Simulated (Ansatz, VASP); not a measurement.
## Ge: VASP beside Ansatz

File INCAR:

```
SYSTEM = Ge
  PREC = Accurate
  ENCUT = 520
  EDIFF = 1E-6
  ISMEAR = -1
  SIGMA = 0.08
  LREAL = .FALSE.
  LASPH = .TRUE.
  NELM = 60
  ALGO = Normal
  ISIF = 2
  LWAVE = .FALSE.
  LCHARG = .TRUE.
  GGA = PE
  LELF = .TRUE.
  LVHAR = .TRUE.
  NBANDS = 21
```

KPOINTS

```
regular mesh
0
G
  11 11 11
  0 0 0
```

File POSCAR:

```
Ge
1.0
    0.0000000000      2.2078503226      2.2078503226
    2.2078503226      0.0000000000      2.2078503226
    2.2078503226      2.2078503226      0.0000000000
Ge
2
Direct
   -0.1250000000     -0.1250000000     -0.1250000000
    0.1250000000      0.1250000000      0.1250000000
```

Input for Ansatz:

```yaml
crystal:
  lattice:
    - [0.0, 2.2078503226, 2.2078503226]
    - [2.2078503226, 0.0, 2.2078503226]
    - [2.2078503226, 2.2078503226, 0.0]
  atoms:
    - { symbol: Ge, position: [-0.125, -0.125, -0.125] }
    - { symbol: Ge, position: [0.125, 0.125, 0.125] }
kpoints:
  mp_grid: { grid: [11, 11, 11] }
scf:
  occupations: { method: fermi_dirac, width: 0.08 }
hamiltonian:
  xc: pbe
  pseudopotentials: { kind: nc }
output:
  forces: true
  stress: true
  eigenvalues: true
```

Change from the starting cell: volume scaled by 0.45, norm-conserving files.

Alike in both runs: task single point; functional PBE; k mesh 11 × 11 × 11; occupations fermi-dirac, width 0.08 eV; no spin polarisation.

|  | VASP | Ansatz |
| --- | --- | --- |
| version | VASP 6.6.1 | Ansatz 0.2.0 |
| potentials or method | VASP PAW PBE potentials, release 64 (Ge_d) | scalar-relativistic |
| plane-wave cutoff (eV) | 520 | 1061 |
| valence electrons in the cell | 28 | 28 |

```csv
,VASP,Ansatz,Ansatz less VASP
pressure (GPa),292.9,282.3,-10.59
```

Both programs put the cell under a high pressure, so it lies far from rest at this level. With one functional, cell and mesh, what is left measures potentials, basis and numerics.

Noted on VASP's run: the cell as given lies far from equilibrium.
